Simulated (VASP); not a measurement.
# SnO2 (P4_2/mnm) in VASP: settings compared

Aim: see how the results for SnO2 move with the level of theory and the settings. Levels: PBE, r2SCAN. Tasks: single point.

Everything below comes from runs of VASP 6.6.1. Logs are shortened: lines on timing, memory, paths and dates and some standing lists are left out, and cuts for length are marked.

## 1. The cell of the first run

It takes space group P4_2/mnm (No. 136, tetragonal). Conventional cell: a = 4.738 Å, b = 4.738 Å, c = 3.187 Å, α = 90.00°, β = 90.00°, γ = 90.00°. Within 2.7 Å of Sn (site symmetry mmm) lie 6 O at 2.05 to 2.06 Å. O (site symmetry m2m) has 3 Sn at 2.05 to 2.06 Å and 1 O at 2.61 Å within 2.7 Å.

## 2. Single point, PBE

INCAR

```
SYSTEM = SnO2
PREC     = Accurate       ! precision mode
ENCUT    = 600            ! plane-wave cutoff, eV
EDIFF    = 1E-6           ! SCF threshold, eV
ISMEAR   = -1             ! smearing method
SIGMA    = 0.01           ! smearing width, eV
LREAL    = .FALSE.        ! projectors in reciprocal space
LASPH    = .TRUE.         ! aspherical terms in the spheres
NELM     = 120            ! most SCF steps
ALGO     = Normal         ! electronic algorithm
ISIF     = 2              ! what is computed and relaxed
LWAVE    = .FALSE.        ! write WAVECAR
LCHARG   = .FALSE.        ! write CHGCAR
GGA      = PE             ! functional
NBANDS   = 35             ! bands
GGA_COMPAT= .FALSE.
```

KPOINTS

```
Automatic mesh
0
G
  7 7 10
  0 0 0
```

POSCAR

```
SnO2
1.0
    4.7380000000      0.0000000000      0.0000000000
    0.0000000000      4.7380000000      0.0000000000
    0.0000000000      0.0000000000      3.1865000000
Sn O
2 4
Direct
    0.0000000000      0.0000000000      0.0000000000
    0.5000000000      0.5000000000      0.5000000000
    0.3053958505      0.3053958505      0.0000000000
    0.1946041495      0.8053958505      0.5000000000
    0.6946041495      0.6946041495      0.0000000000
    0.8053958505      0.1946041495      0.5000000000
```

Potentials or basis: VASP PAW PBE potentials, release 64 (Sn_d, O).

Command:

```console
$ cat potpaw_PBE.64/Sn_d/POTCAR potpaw_PBE.64/O/POTCAR > POTCAR
$ mpirun -np 1 vasp_std > vasp.out
```

OUTCAR:

```text
SYSTEM = SnO2
   PREC = Accurate
   ENCUT = 600
   EDIFF = 1E-6
   ISMEAR = -1
   LREAL = .FALSE.
   LASPH = .TRUE.
   NELM = 120
   ISIF = 2
   GGA = PE

 ion  position               nearest neighbor table
   1  0.000  0.000  0.000-   3 2.05   5 2.05   4 2.06   6 2.06   4 2.06   6 2.06   2 3.71   2 3.71
                             2 3.71   2 3.71   2 3.71   2 3.71   2 3.71   2 3.71
   2  0.500  0.500  0.500-   4 2.05   6 2.05   5 2.06   3 2.06   3 2.06   5 2.06   1 3.71   1 3.71
                             1 3.71   1 3.71   1 3.71   1 3.71   1 3.71   1 3.71
   3  0.305  0.305  0.000-   1 2.05   2 2.06   2 2.06
   4  0.195  0.805  0.500-   2 2.05   1 2.06   1 2.06
   5  0.695  0.695  0.000-   1 2.05   2 2.06   2 2.06
   6  0.805  0.195  0.500-   2 2.05   1 2.06   1 2.06

  LATTYP: Found a simple tetragonal cell.
 ALAT       =     4.7380000000
 C/A-ratio  =     0.6725411566

  Lattice vectors:

 A1 = (   4.7380000000,   0.0000000000,   0.0000000000)
 A2 = (   0.0000000000,   4.7380000000,   0.0000000000)
 A3 = (   0.0000000000,   0.0000000000,   3.1865000000)

Analysis of symmetry for initial positions (statically):
=====================================================================
 Subroutine PRICEL returns:
 Original cell was already a primitive cell.

 Routine SETGRP: Setting up the symmetry group for a
 simple tetragonal supercell.

 Subroutine GETGRP returns: Found 16 space group operations
 (whereof  8 operations were pure point group operations)
 out of a pool of 16 trial point group operations.

The static configuration has the point symmetry D_2h.
 The point group associated with its full space group is D_4h.

Analysis of symmetry for dynamics (positions and initial velocities):
=====================================================================
 Subroutine PRICEL returns:
 Original cell was already a primitive cell.

 Routine SETGRP: Setting up the symmetry group for a
 simple tetragonal supercell.

 Subroutine GETGRP returns: Found 16 space group operations
 (whereof  8 operations were pure point group operations)
 out of a pool of 16 trial point group operations.

The dynamic configuration has the point symmetry D_2h.
 The point group associated with its full space group is D_4h.

 Subroutine INISYM returns: Found 16 space group operations
 (whereof  8 operations are pure point group operations),
 and found     1 'primitive' translations

----------------------------------------------------------------------------------------

[... 97 lines left out ...]
   LASPH  =      T    aspherical Exc in radial PAW
   ENCUT  =  600.0 eV  44.10 Ry    6.64 a.u.   9.46  9.46  6.36*2*pi/ulx,y,z
   NELM   =    120;   NELMIN=  2; NELMDL= -5     # of ELM steps
   EDIFF  = 0.1E-05   stopping-criterion for ELM
   LREAL  =      F    real-space projection
[... 7 lines left out ...]
   TEBEG  =    0.0;   TEEND  =   0.0 temperature during run
   PSTRESS=    0.0 pullay stress
   NELECT =      52.0000    total number of electrons
   NUPDOWN=      -1.0000    fix difference up-down
   EMIN   =  10.00;   EMAX   =-10.00  energy-range for DOS
   EFERMI =   0.00;   METHOD = LEGACY
   ISMEAR =    -1;   SIGMA  =   0.01  broadening in eV -4-tet -1-fermi 0-gaus
   EFERMI_NEDOS =   21; number of points for ismear=-14 and -15
   IALGO  =     38    algorithm
   IMIX   =      4    mixing-type and parameters
     AMIX     =   0.40;   BMIX     =  1.00
     AMIX_MAG =   1.60;   BMIX_MAG =  1.00
  volume/ion in A,a.u.               =      11.92        80.45
  Fermi-wavevector in a.u.,A,eV,Ry     =   1.472000  2.781677 29.480903  2.166785
  Thomas-Fermi vector in A             =   2.587068
   LORBIT       =      0    0 simple, 1 ext, 2 COOP (PROOUT), +10 PAW based schemes
   GGA     = PE    functional components
   LHFCALC =     F    Hartree Fock is set to
   AEXX    =    0.0000 exact exchange contribution
   IVDW    =     0    specifies the selected vdW correction
   LEPSILON=     F    determine dielectric tensor
   LRPA    =     F    only Hartree local field effects (RPA)
 non-spin polarized calculation
  energy-cutoff  :      600.00
  volume of cell :       71.53
 maximum number of plane-waves:      2411
 NGX is ok and might be reduce to    40
   NGX = 19   NGY = 19   NGZ = 13

 number of electron      52.0000000 magnetization

 Free energy of the ion-electron system (eV)
  ---------------------------------------------------
  ext. energy  EPLUGINS =         0.00000000
  ---------------------------------------------------
  free energy    TOTEN  =       -37.17668288 eV

  energy without entropy =      -37.17668288  energy(sigma->0) =      -37.17668288

 E-fermi :   6.3524     XC(G=0): -11.2604

 val. band max:        6.1476042302   @ k =   0.0000   0.0000   0.0000
 cond. band min:       7.3834502524   @ k =   0.0000   0.0000   0.0000
 fundamental gap:      1.2358460222
 Fermi energy:         6.3523983479

 k-point     1 :       0.0000    0.0000    0.0000
  band No.  band energies     occupation
      1     -14.9692      2.00000
      2     -14.1663      2.00000
      3     -13.9130      2.00000
      4     -13.8846      2.00000
      5     -13.8846      2.00000
      6     -13.8239      2.00000
[... 901 lines left out ...]
     34      18.6068      0.00000
     35      18.6826      0.00000

 [... further k-points ...]

------------------------ aborting loop because EDIFF is reached ----------------------------------------

  FORCE on cell =-STRESS in cart. coord.  units (eV):
  Direction    XX          YY          ZZ          XY          YZ          ZX
  --------------------------------------------------------------------------------------
  -------------------------------------------------------------------------------------
  Total        4.6363431      4.6363431      5.7570096      0.0000000      0.0000000      0.0000000
  in kB      103.8441698    103.8441698    128.9447013      0.0000000      0.0000000      0.0000000
  external PRESSURE =     112.2110136 kB  Pullay stress =       0.0000000 kB

 VOLUME and BASIS-vectors are now :
 -----------------------------------------------------------------------------
  energy-cutoff  :      600.00
  volume of cell :       71.53
      direct lattice vectors                 reciprocal lattice vectors
     4.738000000  0.000000000  0.000000000     0.211059519  0.000000000  0.000000000
     0.000000000  4.738000000  0.000000000     0.000000000  0.211059519  0.000000000
     0.000000000  0.000000000  3.186500000     0.000000000  0.000000000  0.313823945

 POSITION                                       TOTAL-FORCE (eV/Angst)
 -----------------------------------------------------------------------------------
      0.00000      0.00000      0.00000         0.000000     -0.000000      0.000000
      2.36900      2.36900      1.59325         0.000000     -0.000000      0.000000
      1.44697      1.44697      0.00000        -0.010117     -0.010117      0.000000
      0.92203      3.81597      1.59325         0.010117     -0.010117      0.000000
      3.29103      3.29103      0.00000         0.010117      0.010117      0.000000
      3.81597      0.92203      1.59325        -0.010117      0.010117      0.000000
 -----------------------------------------------------------------------------------
    total drift:                               -0.000000      0.000000     -0.000000

  FREE ENERGIE OF THE ION-ELECTRON SYSTEM (eV)
  ---------------------------------------------------
  free  energy   TOTEN  =       -37.1766828834 eV

  energy  without entropy=      -37.1766828834  energy(sigma->0) =      -37.17668288
```

Run time: 4.4 min. Hardware: 1 thread of Oxide Virtual Turin-like, shared host; peak memory 0.26 GiB.

Results:

```yaml
Free_energy: -37.1767 eV
Pressure: 11.2 GPa
Largest_force: 0.014 eV/Å
Band_gap_on_the_k_mesh: 1.24 eV
```

Forces on the atoms (eV/Å):
```
Sn   0.000  0.000  0.000
Sn   0.000  0.000  0.000
O   -0.010 -0.010  0.000
O    0.010 -0.010  0.000
O    0.010  0.010  0.000
O   -0.010  0.010  0.000
```

Levels at points of the mesh, in eV from the valence-band top:
| k point | band 22 | band 23 | band 24 | band 25 | band 26 | band 27 | band 28 | band 29 | band 30 | band 31 |
| --- | --- | --- | --- | --- | --- | --- | --- | --- | --- | --- |
| (0.00, 0.00, 0.00) | -1.24 | -1.24 | -0.79 | -0.79 | 0.00 | 1.24 | 6.21 | 6.33 | 6.33 | 10.43 |
| (0.00, 0.00, 0.50) | -2.66 | -1.67 | -1.67 | -1.26 | -1.26 | 6.18 | 6.18 | 9.75 | 9.75 | 10.70 |

Caveat: the cell stands under pressure; spin-orbit coupling is left out, which moves the levels of the heavy elements.

## 3. Single point, r2SCAN

POSCAR

```
SnO2
1.0
    4.7380000000      0.0000000000      0.0000000000
    0.0000000000      4.7380000000      0.0000000000
    0.0000000000      0.0000000000      3.1865000000
Sn O
2 4
Direct
    0.0000000000      0.0000000000      0.0000000000
    0.5000000000      0.5000000000      0.5000000000
    0.3056094952      0.3056094952      0.0000000000
    0.1943905048      0.8056094952      0.5000000000
    0.6943905048      0.6943905048      0.0000000000
    0.8056094952      0.1943905048      0.5000000000
```

INCAR.step1

```
SYSTEM = SnO2
PREC     = Accurate       ! precision mode
ENCUT    = 660            ! plane-wave cutoff, eV
ISMEAR   = -1             ! smearing method
SIGMA    = 0.01           ! smearing width, eV
LREAL    = .FALSE.        ! projectors in reciprocal space
LASPH    = .TRUE.         ! aspherical terms in the spheres
NELM     = 120            ! most SCF steps
NBANDS   = 35             ! bands
GGA      = PE             ! functional
ALGO     = Normal         ! electronic algorithm
EDIFF    = 1E-5           ! SCF threshold, eV
LWAVE    = .TRUE.         ! write WAVECAR
LCHARG   = .FALSE.        ! write CHGCAR
GGA_COMPAT= .FALSE.
```

INCAR.step2

```
SYSTEM = SnO2
PREC     = Accurate       ! precision mode
ENCUT    = 660            ! plane-wave cutoff, eV
EDIFF    = 1E-6           ! SCF threshold, eV
ISMEAR   = -1             ! smearing method
SIGMA    = 0.01           ! smearing width, eV
LREAL    = .FALSE.        ! projectors in reciprocal space
LASPH    = .TRUE.         ! aspherical terms in the spheres
NELM     = 120            ! most SCF steps
ALGO     = Normal         ! electronic algorithm
ISIF     = 2              ! what is computed and relaxed
LWAVE    = .FALSE.        ! write WAVECAR
LCHARG   = .FALSE.        ! write CHGCAR
METAGGA  = R2SCAN         ! meta-GGA
LMIXTAU  = .TRUE.       
NBANDS   = 35             ! bands
ISTART   = 1            
GGA_COMPAT= .FALSE.
```

KPOINTS is that of step 2.

Potentials or basis: VASP PAW PBE potentials, release 64 (Sn_d, O).

Command:

```console
$ cat potpaw_PBE.64/Sn_d/POTCAR potpaw_PBE.64/O/POTCAR > POTCAR
$ cp INCAR.step1 INCAR
$ mpirun -np 1 vasp_std > vasp.out
$ cp INCAR.step2 INCAR
$ mpirun -np 1 vasp_std > vasp.out
```

Run time: 16 min. Hardware: 1 thread of Oxide Virtual Turin-like, shared host; peak memory 0.29 GiB.

The run converged. Its results:

| Quantity | Value |
| --- | --- |
| Free energy | -84.6371 eV |
| Pressure | 3.9 GPa |
| Largest force | 0.028 eV/Å |
| Band gap on the k mesh | 1.96 eV |

Forces on the atoms (eV/Å):
```
Sn   0.000  0.000  0.000
Sn   0.000  0.000  0.000
O   -0.020 -0.020  0.000
O    0.020 -0.020  0.000
O    0.020  0.020  0.000
O   -0.020  0.020  0.000
```

Stress tensor (GPa, compression positive):
```
3.52 0.00 0.00
0.00 3.52 0.00
0.00 0.00 4.74
```

Levels at points of the mesh, in eV from the valence-band top:
| k point | band 22 | band 23 | band 24 | band 25 | band 26 | band 27 | band 28 | band 29 | band 30 | band 31 |
| --- | --- | --- | --- | --- | --- | --- | --- | --- | --- | --- |
| (0.00, 0.00, 0.00) | -1.21 | -1.21 | -0.79 | -0.79 | 0.00 | 1.96 | 6.96 | 7.13 | 7.13 | 11.17 |
| (0.00, 0.00, 0.50) | -2.61 | -1.71 | -1.71 | -1.29 | -1.29 | 7.04 | 7.04 | 10.63 | 10.63 | 11.67 |

Caveat: the cell stands under pressure; the PAW data sets were made with another functional, which shifts forces and pressure a little; spin-orbit coupling is left out, which moves the levels of the heavy elements. A k mesh can miss the band edges.
